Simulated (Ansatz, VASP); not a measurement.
BP: VASP beside Ansatz

The input INCAR:

```
PREC = Accurate
ENCUT = 520
EDIFF = 1E-7
ISMEAR = -1
SIGMA = 0.02
LREAL = False
LASPH = True
NELM = 80
ALGO = Normal
ISIF = 2
LWAVE = False
LCHARG = False
GGA = PE
NBANDS = 11
```

Contents of KPOINTS:

```
regular mesh
0
Gamma
  10 10 10
```

POSCAR

```
BP
1.0
    0.0000000000      2.2683156724      2.2683156724
    2.2683156724      0.0000000000      2.2683156724
    2.2683156724      2.2683156724      0.0000000000
B P
1 1
Direct
    0.0000000000      0.0000000000      0.0000000000
    0.2500000000      0.2500000000      0.2500000000
```

Input for Ansatz:

```yaml
crystal:
  lattice:
    - [0.0, 2.2683156724, 2.2683156724]
    - [2.2683156724, 0.0, 2.2683156724]
    - [2.2683156724, 2.2683156724, 0.0]
  atoms:
    - { symbol: B, position: [0.0, 0.0, 0.0] }
    - { symbol: P, position: [0.25, 0.25, 0.25] }
kpoints:
  mp_grid: { grid: [10, 10, 10] }
  band_path:
    path:
      - [[0.0, 0.0, 0.0], [-0.5, -0.5, -5.952758715085e-34], [-0.375, -0.375, 0.25]]
      - [[-0.375, 5.467628619496e-17, 0.375], [0.0, 0.0, 0.0], [9.730479571656e-18, 9.730479571656e-18, 0.5], [-0.5, -0.25, 0.25], [-0.5, -0.5, -5.952758715085e-34]]
    npoints: 10
hamiltonian:
  xc: pbe
scf:
  occupations: { method: fermi_dirac, width: 0.02 }
  n_extra_bands: 4
output:
  forces: true
  stress: true
  eigenvalues: true
```

Alike in both runs: task single point; functional PBE; k mesh 10 × 10 × 10; occupations fermi-dirac, width 0.02 eV; no spin polarisation.

|  | VASP | Ansatz |
| --- | --- | --- |
| version | VASP 6.6.1 | Ansatz 0.2.0 |
| potentials or method | VASP PAW PBE potentials, release 64 (B, P) | plane waves, PAW |
| plane-wave cutoff (eV) | 520 | 420 |
| valence electrons in the cell | 8 | 8 |

VASP gave:

```
gap on the k mesh at the Fermi level (eV) : 1.24
pressure (GPa)                            : 1.0
```

Problem. What did Ansatz give for the same quantities?

Solution. gap on the k mesh at the Fermi level (eV): 1.24; pressure (GPa): 1.3.
